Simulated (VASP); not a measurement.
# NaI (Fm-3m) in VASP: notebook, part 2 of 2

VASP 6.6.1. Earlier steps stand in the parts before.

## 3. Single point, PBEsol, non-collinear spin, zero start, spin-orbit coupling (volume scaled by 0.96)

The input, INCAR:

```
SYSTEM = NaI
ALGO = Normal ; EDIFF = 1E-6
ENCUT = 520 ; GGA = PS
GGA_COMPAT = .False. ; ISIF = 2
ISMEAR = 0 ; LASPH = .True.
LCHARG = .True. ; LORBIT = 11
LORBMOM = .True. ; LREAL = .False.
LSORBIT = .True. ; LVHAR = .True.
LWAVE = .False. ; MAGMOM = 0 0 0 0 0 0
NBANDS = 26 ; NELM = 150
PREC = Accurate ; SIGMA = 0.05
```

The input, KPOINTS:

```
k-points
0
Gamma
  6 6 6
  0 0 0
```

The input, POSCAR:

```
NaI
1.0
    0.0000000000      3.1926602613      3.1926602613
    3.1926602613      0.0000000000      3.1926602613
    3.1926602613      3.1926602613      0.0000000000
Na I
1 1
Direct
    0.0000000000      0.0000000000      0.0000000000
    0.5000000000      0.5000000000      0.5000000000
```

Potentials or basis: VASP PAW PBE potentials, release 64 (Na_pv, I).

Launch:

```bash
$ cat potpaw_PBE.64/Na_pv/POTCAR potpaw_PBE.64/I/POTCAR > POTCAR
$ mpirun -np 1 vasp_ncl > vasp.out
```

OUTCAR:

```text
SYSTEM = NaI
   EDIFF = 1E-6
   ENCUT = 520
   GGA = PS
   ISIF = 2
   ISMEAR = 0
   LASPH = .True.
   LORBIT = 11
   LREAL = .False.
   LSORBIT = .True.
   NELM = 150
   PREC = Accurate

 ion  position               nearest neighbor table
   1  0.000  0.000  0.000-
   2  0.500  0.500  0.500-

  LATTYP: Found a face centered cubic cell.
 ALAT       =     6.3853205226

  Lattice vectors:

 A1 = (   0.0000000000,   3.1926602613,   3.1926602613)
 A2 = (   3.1926602613,   0.0000000000,   3.1926602613)
 A3 = (   3.1926602613,   3.1926602613,   0.0000000000)

Analysis of symmetry for initial positions (statically):
=====================================================================
 Subroutine PRICEL returns:
 Original cell was already a primitive cell.

 Routine SETGRP: Setting up the symmetry group for a
 face centered cubic supercell.

 Subroutine GETGRP returns: Found 48 space group operations
 (whereof 48 operations were pure point group operations)
 out of a pool of 48 trial point group operations.

The static configuration has the point symmetry O_h .

[... 715 lines left out ...]
     0.0000000     0.0000000     0.0000000     0.0000000     0.0000000     0.0000000     0.0000000
     0.0000000     0.0000000     0.0000000     0.0000000     0.0000000     0.0000000     0.0000000
     0.0000000     0.0000000     0.0000000     0.0000000     0.0000000     0.0000000     0.0000000
     0.0000000     0.0000000     0.0000000     0.0000000     0.0000000     0.0000000     0.0000000
     0.0000000     0.0000000     0.0000000     0.0000000     0.0000000     0.0000000     0.0000000

 Ion:    2  E_soc:     -0.2498202
 l=   1
     0.0000000    -0.0416240    -0.0416240
    -0.0416240     0.0000000    -0.0416240
    -0.0416240    -0.0416240     0.0000000
 l=   2
     0.0000000    -0.0000026     0.0000000    -0.0000026    -0.0000100
    -0.0000026     0.0000000    -0.0000075    -0.0000026    -0.0000025
     0.0000000    -0.0000075     0.0000000    -0.0000075     0.0000000
    -0.0000026    -0.0000026    -0.0000075     0.0000000    -0.0000025
    -0.0000100    -0.0000025     0.0000000    -0.0000025     0.0000000
 l=   3
     0.0000000     0.0000000     0.0000000     0.0000000     0.0000000     0.0000000     0.0000000
     0.0000000     0.0000000     0.0000000     0.0000000     0.0000000     0.0000000     0.0000000
     0.0000000     0.0000000     0.0000000     0.0000000     0.0000000     0.0000000     0.0000000
     0.0000000     0.0000000     0.0000000     0.0000000     0.0000000     0.0000000     0.0000000
     0.0000000     0.0000000     0.0000000     0.0000000     0.0000000     0.0000000     0.0000000
     0.0000000     0.0000000     0.0000000     0.0000000     0.0000000     0.0000000     0.0000000
     0.0000000     0.0000000     0.0000000     0.0000000     0.0000000     0.0000000     0.0000000

 total charge

# of ion       s       p       d       tot
------------------------------------------
    1        0.045   5.977   0.000   6.022
    2        1.493   2.844   0.003   4.340
--------------------------------------------------
tot          1.539   8.821   0.003  10.362

 magnetization (x)

# of ion       s       p       d       tot
------------------------------------------
    1        0.000   0.000   0.000   0.000
    2       -0.000   0.000   0.000  -0.000
--------------------------------------------------
tot         -0.000   0.000   0.000  -0.000

 magnetization (y)

# of ion       s       p       d       tot
------------------------------------------
    1        0.000  -0.000   0.000  -0.000
    2       -0.000   0.000   0.000  -0.000
--------------------------------------------------
tot         -0.000   0.000   0.000  -0.000

 magnetization (z)

# of ion       s       p       d       tot
------------------------------------------
    1        0.000   0.000   0.000   0.000
    2       -0.000   0.000  -0.000  -0.000
--------------------------------------------------
tot         -0.000   0.000  -0.000  -0.000
```

OSZICAR:

```text
N       E                     dE             d eps       ncg     rms          rms(c)
DAV:   1     0.107919650140E+03    0.10792E+03   -0.62013E+03   864   0.982E+02
DAV:   2     0.476895393502E+01   -0.10315E+03   -0.96597E+02   892   0.253E+02
DAV:   3    -0.552078171366E+01   -0.10290E+02   -0.10186E+02  1110   0.875E+01
DAV:   4    -0.585013861400E+01   -0.32936E+00   -0.32905E+00   992   0.155E+01
DAV:   5    -0.586093277079E+01   -0.10794E-01   -0.10794E-01  1144   0.277E+00    0.326E+00
DAV:   6    -0.580267262780E+01    0.58260E-01   -0.62027E-02  1028   0.208E+00    0.203E+00
DAV:   7    -0.579257707433E+01    0.10096E-01   -0.25627E-02  1074   0.101E+00    0.151E+00
DAV:   8    -0.579319237659E+01   -0.61530E-03   -0.71531E-03  1002   0.585E-01    0.400E-01
DAV:   9    -0.579332877404E+01   -0.13640E-03   -0.99757E-04   896   0.308E-01    0.907E-02
DAV:  10    -0.579333958468E+01   -0.10811E-04   -0.60505E-05  1030   0.549E-02    0.492E-02
DAV:  11    -0.579334255830E+01   -0.29736E-05   -0.40486E-06  1060   0.283E-02    0.161E-02
DAV:  12    -0.579334931225E+01   -0.67540E-05   -0.94405E-06   858   0.245E-02    0.377E-03
DAV:  13    -0.579334923881E+01    0.73446E-07   -0.18833E-07   658   0.564E-03
   1 F= -.57933492E+01 E0= -.57933492E+01  d E =-.618692E-12  mag=    -0.0000    -0.0000     0.0000
```

It took 1.7 min on 1 thread of Oxide Virtual Turin-like, shared host; peak memory 0.36 GiB.

Results:

| Item | Value |
| --- | --- |
| Free energy | -5.7933 eV |
| Pressure | 0.2 GPa |
| Net moment | 0.00 μB per cell |
| Valence electrons inside the program's atomic spheres | Na 6.02; I 4.34 |

Moments on the atoms (μB; x, y, z):
```
Na  0.00 0.00 0.00
I   0.00 0.00 0.00
```

Caveat: the PAW data sets were made with another functional, which shifts forces and pressure a little.

## 4. Single point, PBEsol, non-collinear spin, zero start, spin-orbit coupling

The input, INCAR:

```
ALGO = Normal ; EDIFF = 1E-6
ENCUT = 520 ; GGA = PS
GGA_COMPAT = F ; ISIF = 2
ISMEAR = 0 ; LASPH = T
LCHARG = F ; LORBIT = 11
LORBMOM = T ; LREAL = F
LSORBIT = T ; LWAVE = F
MAGMOM = 0 0 0 0 0 0 ; NBANDS = 26
NELM = 150 ; PREC = Accurate
SIGMA = 0.05
```

The input, KPOINTS:

```
k-points
0
Gamma
  6 6 6
```

The input, POSCAR:

```
NaI
1.0
    0.0000000000      3.2364007687      3.2364007687
    3.2364007687      0.0000000000      3.2364007687
    3.2364007687      3.2364007687      0.0000000000
Na I
1 1
Direct
    0.0000000000      0.0000000000      0.0000000000
    0.5000000000      0.5000000000      0.5000000000
```

Potentials or basis: VASP PAW PBE potentials, release 64 (Na_pv, I).

Launch:

```bash
$ cat potpaw_PBE.64/Na_pv/POTCAR potpaw_PBE.64/I/POTCAR > POTCAR
$ mpirun -np 1 vasp_ncl > vasp.out
```

OUTCAR:

```text
EDIFF = 1E-6
   ENCUT = 520
   GGA = PS
   ISIF = 2
   ISMEAR = 0
   LASPH = T
   LORBIT = 11
   LREAL = F
   LSORBIT = T
   NELM = 150
   PREC = Accurate

 ion  position               nearest neighbor table
   1  0.000  0.000  0.000-
   2  0.500  0.500  0.500-

  LATTYP: Found a face centered cubic cell.
 ALAT       =     6.4728015374

  Lattice vectors:

 A1 = (   0.0000000000,   3.2364007687,   3.2364007687)
 A2 = (   3.2364007687,   0.0000000000,   3.2364007687)
[... 745 lines left out ...]
     0.0000000    -0.0000067     0.0000000    -0.0000067     0.0000000
    -0.0000023    -0.0000023    -0.0000067     0.0000000    -0.0000022
    -0.0000089    -0.0000022     0.0000000    -0.0000022     0.0000000
 l=   3
     0.0000000     0.0000000     0.0000000     0.0000000     0.0000000     0.0000000     0.0000000
     0.0000000     0.0000000     0.0000000     0.0000000     0.0000000     0.0000000     0.0000000
     0.0000000     0.0000000     0.0000000     0.0000000     0.0000000     0.0000000     0.0000000
     0.0000000     0.0000000     0.0000000     0.0000000     0.0000000     0.0000000     0.0000000
     0.0000000     0.0000000     0.0000000     0.0000000     0.0000000     0.0000000     0.0000000
     0.0000000     0.0000000     0.0000000     0.0000000     0.0000000     0.0000000     0.0000000
     0.0000000     0.0000000     0.0000000     0.0000000     0.0000000     0.0000000     0.0000000

 total charge

# of ion       s       p       d       tot
------------------------------------------
    1        0.042   5.974   0.000   6.017
    2        1.493   2.836   0.003   4.332
--------------------------------------------------
tot          1.536   8.811   0.003  10.349

 magnetization (x)

# of ion       s       p       d       tot
------------------------------------------
    1        0.000  -0.000   0.000  -0.000
    2        0.000   0.000  -0.000   0.000
--------------------------------------------------
tot          0.000  -0.000  -0.000   0.000

 magnetization (y)

# of ion       s       p       d       tot
------------------------------------------
    1        0.000  -0.000   0.000  -0.000
    2        0.000  -0.000  -0.000  -0.000
--------------------------------------------------
tot          0.000  -0.000  -0.000  -0.000

 magnetization (z)

# of ion       s       p       d       tot
------------------------------------------
    1        0.000  -0.000   0.000  -0.000
    2       -0.000   0.000  -0.000  -0.000
--------------------------------------------------
tot         -0.000   0.000  -0.000  -0.000
```

Wall time 2.4 min (1 thread of Oxide Virtual Turin-like, shared host); peak memory 0.36 GiB.

What came out:

```
Free energy                                           : -5.7913 eV
Pressure                                              : -0.4 GPa
Net moment                                            : 0.00 μB per cell
Valence electrons inside the program's atomic spheres : Na 6.02; I 4.33
```

Moments on the atoms (μB; x, y, z):
```
Na  0.00 0.00 0.00
I   0.00 0.00 0.00
```

Caveat: the PAW data sets were made with another functional, which shifts forces and pressure a little.

## 5. Single point, PBEsol, non-collinear spin, zero start, spin-orbit coupling (volume scaled by 1.05)

The input, INCAR:

```
SYSTEM = NaI
ALGO = Normal
EDIFF = 1E-7
ENCUT = 520
GGA = PS
GGA_COMPAT = .False.
ISIF = 2
ISMEAR = 0
LASPH = .True.
LCHARG = .False.
LORBIT = 11
LORBMOM = .True.
LREAL = .False.
LSORBIT = .True.
LWAVE = .False.
MAGMOM = 0 0 0 0 0 0
NBANDS = 26
NELM = 150
PREC = Accurate
SIGMA = 0.05
```

The input, KPOINTS:

```
k-points
0
Gamma
  6 6 6
  0 0 0
```

The input, POSCAR:

```
NaI
1.0
    0.0000000000      3.2894659505      3.2894659505
    3.2894659505      0.0000000000      3.2894659505
    3.2894659505      3.2894659505      0.0000000000
Na I
1 1
Direct
    0.0000000000      0.0000000000      0.0000000000
    0.5000000000      0.5000000000      0.5000000000
```

Launch:

```bash
$ cat potpaw_PBE.64/Na_pv/POTCAR potpaw_PBE.64/I/POTCAR > POTCAR
$ mpirun -np 1 vasp_ncl > vasp.out
```

It took 2.2 min on 1 thread of Oxide Virtual Turin-like, shared host; peak memory 0.36 GiB.

Results (log left out):

```yaml
Free_energy: -5.7748 eV
Pressure: -1.1 GPa
Net_moment: 0.00 μB per cell
Valence_electrons_inside_the_program's_atomic_spheres: Na 6.01; I 4.32
```

Moments on the atoms (μB; x, y, z):
```
Na  0.00 0.00 0.00
I   0.00 0.00 0.00
```

Caveat: the PAW data sets were made with another functional, which shifts forces and pressure a little.

## 6. Single point, PBEsol, non-collinear spin, zero start, spin-orbit coupling

The input, INCAR:

```
PREC = Accurate
ENCUT = 520
EDIFF = 1E-7
ISMEAR = 0
SIGMA = 0.05
LREAL = False
LASPH = True
NELM = 150
ALGO = Normal
ISIF = 2
LWAVE = False
LCHARG = True
MAGMOM = 0 0 0 0 0 0
LORBIT = 11
LSORBIT = True
GGA_COMPAT = False
LORBMOM = True
GGA = PS
LVHAR = True
NBANDS = 26
```

The input, KPOINTS:

```
Automatic mesh
0
Gamma
  8 8 8
```

The input, POSCAR:

```
NaI
1.0
    0.0000000000      3.2364007687      3.2364007687
    3.2364007687      0.0000000000      3.2364007687
    3.2364007687      3.2364007687      0.0000000000
Na I
1 1
Direct
    0.0000000000      0.0000000000      0.0000000000
    0.5000000000      0.5000000000      0.5000000000
```

Potentials or basis: VASP PAW PBE potentials, release 64 (Na_pv, I).

Launch:

```bash
$ cat potpaw_PBE.64/Na_pv/POTCAR potpaw_PBE.64/I/POTCAR > POTCAR
$ mpirun -np 1 vasp_ncl > vasp.out
```

Wall time 3.9 min (1 thread of Oxide Virtual Turin-like, shared host); peak memory 0.38 GiB.

The run converged. Its results:

```yaml
Free_energy: -5.7915 eV
Pressure: -0.4 GPa
Net_moment: 0.00 μB per cell
Valence_electrons_inside_the_program's_atomic_spheres: Na 6.02; I 4.33
```

Moments on the atoms (μB; x, y, z):
```
Na  0.00 0.00 0.00
I   0.00 0.00 0.00
```

Caveat: the PAW data sets were made with another functional, which shifts forces and pressure a little.

## 7. The runs side by side

| spin | cell | k mesh | pressure (GPa) | moment (μB) |
| --- | --- | --- | --- | --- |
| off | a = 4.577 Å, angles 60.0°, 2 atoms | 10 × 10 × 10 | -0.5 | - |
| non-collinear, zero start, SOC | a = 4.515 Å, angles 60.0°, 2 atoms | 6 × 6 × 6 | 0.2 | 0.00 |
| non-collinear, zero start, SOC | a = 4.577 Å, angles 60.0°, 2 atoms | 6 × 6 × 6 | -0.4 | 0.00 |
| non-collinear, zero start, SOC | a = 4.652 Å, angles 60.0°, 2 atoms | 6 × 6 × 6 | -1.1 | 0.00 |
| non-collinear, zero start, SOC | a = 4.577 Å, angles 60.0°, 2 atoms | 8 × 8 × 8 | -0.4 | 0.00 |

Alike in all rows: task single point; level PBEsol; potentials or basis VASP PAW PBE potentials, release 64 (Na_pv, I); cutoff (eV) 520; smearing gaussian 0.05 eV.

Caveats: the PAW data sets were made with another functional, which shifts forces and pressure a little.

Total energies depend on the potentials used, so only differences within one code and one set of settings carry meaning.
